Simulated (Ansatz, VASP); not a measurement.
# GdN in VASP and in Ansatz

Contents of INCAR:

```
SYSTEM = GdN
PREC = Accurate
ENCUT = 520
EDIFF = 1E-6
ISMEAR = 0
SIGMA = 0.05
LREAL = .False.
LASPH = .True.
NELM = 150
ALGO = Normal
ISIF = 2
LWAVE = .False.
LCHARG = .False.
ISPIN = 2
MAGMOM = 7 0
LORBIT = 11
LMAXMIX = 6
LDAU = .True.
LDAUTYPE = 2
LDAUL = 3 -1
LDAUU = 2 0
LDAUJ = 0 0
LDAUPRINT = 1
GGA = PE
NBANDS = 22
```

KPOINTS

```
regular mesh
0
Gamma
  7 7 7
  0 0 0
```

Contents of POSCAR:

```
GdN
1.0
    0.0000000000      2.4994985700      2.4994985700
    2.4994985700      0.0000000000      2.4994985700
    2.4994985700      2.4994985700      0.0000000000
Gd N
1 1
Direct
    0.5000000000      0.5000000000      0.5000000000
    0.0000000000      0.0000000000      0.0000000000
```

Input for Ansatz:

```yaml
crystal:
  lattice:
    - [0.0, 2.49949857, 2.49949857]
    - [2.49949857, 0.0, 2.49949857]
    - [2.49949857, 2.49949857, 0.0]
  atoms:
    - { symbol: Gd, position: [0.5, 0.5, 0.5], spin: 7.0 }
    - { symbol: "N", position: [0.0, 0.0, 0.0] }
basis:
  ecutwfc: 420
  ecutrho_ratio: 4
kpoints:
  mp_grid: { grid: [7, 7, 7] }
hamiltonian:
  xc: pbe
  hubbard: { sites: [{ site: 0, l: f, u_eff: 2.0 }] }
scf:
  occupations: { method: gaussian, width: 0.05 }
  lower_state_search: "off"
  max_iter: 150
output:
  forces: true
  stress: true
  eigenvalues: true
  populations: true
  hubbard: { sites: [{ site: 0, l: f }] }
magnetization:
  spin_polarized: true
```

Alike in both runs: task single point; functional PBE; k mesh 7 × 7 × 7; occupations gaussian, width 0.05 eV; collinear spin; Hubbard terms Gd f U = 2.0 eV.

|  | VASP | Ansatz |
| --- | --- | --- |
| version | VASP 6.6.1 | Ansatz 0.2.0 |
| potentials or method | VASP PAW PBE potentials, release 64 (Gd, N), cutoff 520 eV | scalar-relativistic, plane waves, PAW |
| valence electrons in the cell | 23 | 23 |

```csv
,VASP,Ansatz,Ansatz less VASP
gap on the k mesh at the Fermi level (eV),none,none,-
pressure (GPa),-0.6,-0.7,-0.08
net moment per atom (μB),3.50,3.50,0.000
size of the moment on the site where the two differ most (μB),6.84,6.90,+0.064
```

Site moments also hang on the region over which each program counts them. The programs project onto different local orbitals, so the same U acts differently, and such runs can settle in different states. A gap of «none» marks a metal or a gap that the smearing closes. Ansatz's warnings: filled band counts differ across k points.

Spin-orbit coupling is off throughout.
